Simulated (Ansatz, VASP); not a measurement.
# One calculation of MnS, two programs

The input POSCAR:

```
MnS
1.0
    0.0000000000      2.5219750179      2.5219750179
    2.5219750179      0.0000000000      2.5219750179
    2.5219750179      2.5219750179      0.0000000000
Mn S
1 1
Direct
    0.0000000000      0.0000000000      0.0000000000
    0.7500000000      0.7500000000      0.7500000000
```

The input INCAR.step1:

```
  PREC = Accurate
  ENCUT = 520
  ISMEAR = -1
  SIGMA = 0.05
  LREAL = F
  LASPH = T
  NELM = 150
  ISPIN = 2
  MAGMOM = 4 0
  LMAXMIX = 4
  NBANDS = 20
  GGA = PE
  ALGO = Normal
  EDIFF = 1E-4
  LWAVE = T
  LCHARG = F
```

File INCAR.step2:

```
  PREC = Accurate
  ENCUT = 520
  EDIFF = 1E-6
  ISMEAR = -1
  SIGMA = 0.05
  LREAL = F
  LASPH = T
  NELM = 150
  ALGO = Normal
  ISIF = 2
  LWAVE = F
  LCHARG = F
  ISPIN = 2
  MAGMOM = 4 0
  LORBIT = 11
  LMAXMIX = 4
  METAGGA = R2SCAN
  LMIXTAU = T
  NBANDS = 20
  ISTART = 1
```

File KPOINTS:

```
regular mesh
0
Gamma
  9 9 9
```

input.yaml

```yaml
crystal:
  lattice:
    - [0.0, 2.5219750179, 2.5219750179]
    - [2.5219750179, 0.0, 2.5219750179]
    - [2.5219750179, 2.5219750179, 0.0]
  atoms:
    - { symbol: Mn, position: [0.0, 0.0, 0.0], spin: 4.0 }
    - { symbol: S, position: [0.75, 0.75, 0.75] }
hamiltonian:
  xc: r2scan
  pseudopotentials: { kind: paw }
magnetization:
  spin_polarized: true
kpoints:
  mp_grid: { grid: [9, 9, 9] }
scf:
  occupations: { method: fermi_dirac, width: 0.05 }
output:
  forces: true
  stress: true
  eigenvalues: true
```

Alike in both runs: task single point; functional r2SCAN; k mesh 9 × 9 × 9; occupations fermi-dirac, width 0.05 eV; collinear spin.

```csv
,VASP,Ansatz
version,VASP 6.6.1,Ansatz 0.2.0
potentials or method,"VASP PAW PBE potentials, release 64 (Mn_pv, S)",Ansatz PAW
plane-wave cutoff (eV),520,500
valence electrons in the cell,19,21
```

Ansatz gave:

```
gap on the k mesh at the Fermi level (eV)                     : none
pressure (GPa)                                                : 28.4
net moment per atom (μB)                                      : 2.06
size of the moment on the site where the two differ most (μB) : 3.48
```

Q: Which values does VASP return?

A: gap on the k mesh at the Fermi level (eV): none; pressure (GPa): -5.1; net moment per atom (μB): 0.45; size of the moment on the site where the two differ most (μB): 0.92.

The net moments are unlike, so the other rows may belong to different states. VASP's potentials were made for PBE, not for r2SCAN. Site moments also hang on the region over which each program counts them. A gap of «none» marks a metal or a gap that the smearing closes. VASP's potentials hold 19 valence electrons a cell and Ansatz's 21, so a difference there can come from the potentials and not from the codes.

Noted on Ansatz's run: the magnetic or orbital state may not be the lowest.
